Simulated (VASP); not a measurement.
Wanted: the native input for a VASP 6.6.1 run.

- Task: single point
- Functional: LDA
- Potentials or basis: VASP PAW LDA potentials, release 64 (W_sv, Se)
- Cutoff: 520 eV
- k mesh: 12 × 12 × 2
- Occupations: gaussian, width 0.05 eV
- Spin: no spin polarisation
- Dipole correction: no
- Further INCAR settings: ALGO = Normal; EDIFF = 1e-06; NBANDS = 35

The structure of WSe2 lies in POSCAR:

```
WSe2
1.0
    3.2496766420      0.0000000000      0.0000000000
   -1.6248383210      2.8143025261      0.0000000000
    0.0000000000      0.0000000000     12.8234680918
W Se
2 4
Direct
    0.3358562978      0.6738895657      0.2507407372
    0.6571839425      0.3265052352      0.7485391364
    0.3265306724      0.6607949583      0.6209521628
    0.6700851948      0.3318891127      0.1197575207
    0.3429327158      0.6658738261      0.8800303532
    0.6674111767      0.3410473021      0.3799800897
```

This cell differs from its parent crystal: atoms moved at random.

The input as run:

INCAR

```
SYSTEM = WSe2
ALGO = Normal
EDIFF = 1E-6
ENCUT = 520
GGA = CA
ISIF = 2
ISMEAR = 0
LASPH = .TRUE.
LCHARG = .FALSE.
LREAL = .FALSE.
LWAVE = .FALSE.
NBANDS = 35
NELM = 100
PREC = Accurate
SIGMA = 0.05
```

KPOINTS

```
k-points
0
G
  12 12 2
  0 0 0
```

Potentials or basis: VASP PAW LDA potentials, release 64 (W_sv, Se).

Run with:

```console
$ cat potpaw_LDA.64/W_sv/POTCAR potpaw_LDA.64/Se/POTCAR > POTCAR
$ mpirun -np 1 vasp_std > vasp.out
```

It gave:

* Pressure: 1.1 GPa
* Largest force: 0.940 eV/Å
* Band gap on the k mesh: 0.86 eV (least direct gap 1.60 eV)

Caveat: the cell differs from its parent crystal (atoms moved at random); spin-orbit coupling is left out, which moves the levels of the heavy elements.

Run time: 3.1 min on 1 thread of Intel(R) Xeon(R) 6975P-C (Granite Rapids) (shared host), peak memory 0.54 GiB.
